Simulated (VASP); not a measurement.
Write the native input for VASP 6.6.1 that does the following.

- Task: single point
- Functional: PBE
- Potentials or basis: VASP PAW PBE potentials, release 64 (C, Cl, H)
- Cutoff: 520 eV
- k mesh: 1 × 1 × 1
- Occupations: fermi-dirac, width 0.05 eV
- Spin: no spin polarisation
- Dipole correction: no
- Further INCAR settings: LREAL = Auto; ALGO = Normal; EDIFF = 1e-06; NBANDS = 82

The structure of H3CCl lies in POSCAR:

```
H3CCl
1.0
    9.0287150000      0.0000000000      0.0000000000
    0.0000000000      9.0287150000      0.0000000000
    0.0000000000      0.0000000000      9.0287150000
C Cl H
8 8 24
Direct
    0.3555433968      0.4784180252      0.3727329969
    1.0780493127      0.6639483027      0.6277305242
    0.0346560945      0.2599816253      0.6847596806
    0.6950823013      0.4581161328      0.8108241317
    0.3347652462      0.9266767198      1.0173319238
    0.8715968994      0.2863087383      0.2788768944
    0.6306434526      1.0067877876      0.4771664628
    0.8677757577      0.8355784849      0.0137339588
    0.5513962950      0.4585813153      0.3506922081
    0.9506446931      0.6491953728      0.4696238612
    0.1860840662      0.1431322176      0.6178730860
    0.5570449394      0.5105156160      0.9367778250
    0.2640242825      0.8313807668      1.1715066873
    1.0057577407      0.3639388329      0.1574531924
    0.6425942119      0.8849321304      0.6397477382
    0.8741554031      1.0329376883     -0.0062688877
    0.3224046833      0.4468409956      0.2620084918
    0.3263255070      0.4130820388      0.4630005488
    0.3259710823      0.5924431107      0.3857691820
    1.0700415286      0.7702314227      0.6755778646
    1.0168335140      0.5983464978      0.7109206570
    1.1924620502      0.6210961361      0.6002736824
    0.0844306194      0.3332035622      0.7722250619
    0.0044081578      0.3188604358      0.5875586947
   -0.0471495667      0.1898830564      0.7317984896
    0.7542269304      0.3537823489      0.8466210308
    0.6566936712      0.4402176832      0.6957025446
    0.7735541547      0.5497792321      0.8176357322
    0.4371939972      0.9830634813      1.0545022188
    0.3579136123      0.8566667571      0.9243508074
    0.2496922320      1.0108415206      0.9836061942
    0.9383616605      0.2308191143      0.3658106386
    0.7933354857      0.3716143438      0.3278871910
    0.7988733723      0.2106944344      0.2192117040
    0.5450166497      0.9590844323      0.4137133579
    0.6123241236      1.1188635371      0.5049888052
    0.7440593706      0.9997768232      0.4219315816
    0.7545038247      0.8160297451     -0.0252749145
    0.9536019245      0.7854938383     -0.0537064244
    0.8708880500      0.8056628213      0.1237828417
```

The input as run:

INCAR

```
ALGO = Normal
EDIFF = 1E-6
ENCUT = 520
GGA = PE
GGA_COMPAT = False
ISIF = 2
ISMEAR = -1
LASPH = True
LCHARG = True
LELF = True
LREAL = Auto
LVHAR = True
LWAVE = False
NBANDS = 82
NELM = 120
PREC = Accurate
SIGMA = 0.05
```

KPOINTS

```
k-points
0
Gamma
  1 1 1
```

Potentials or basis: VASP PAW PBE potentials, release 64 (C, Cl, H).

Command:

```bash
$ cat potpaw_PBE.64/C/POTCAR potpaw_PBE.64/Cl/POTCAR potpaw_PBE.64/H/POTCAR > POTCAR
$ mpirun -np 1 vasp_gam > vasp.out
```

Results of the run:

The pressure is 0.5 GPa. The largest force is 3.070 eV/Å and the band gap on the k mesh is 5.34 eV.

Caveat: the k points lie up to 0.70 Å⁻¹ apart; the atoms stand as in a frame of molecular dynamics.

It took 2.2 min on 1 thread of AMD EPYC 7R43 64-Core Processor (Zen 3), on a shared host, peak memory 0.64 GiB.
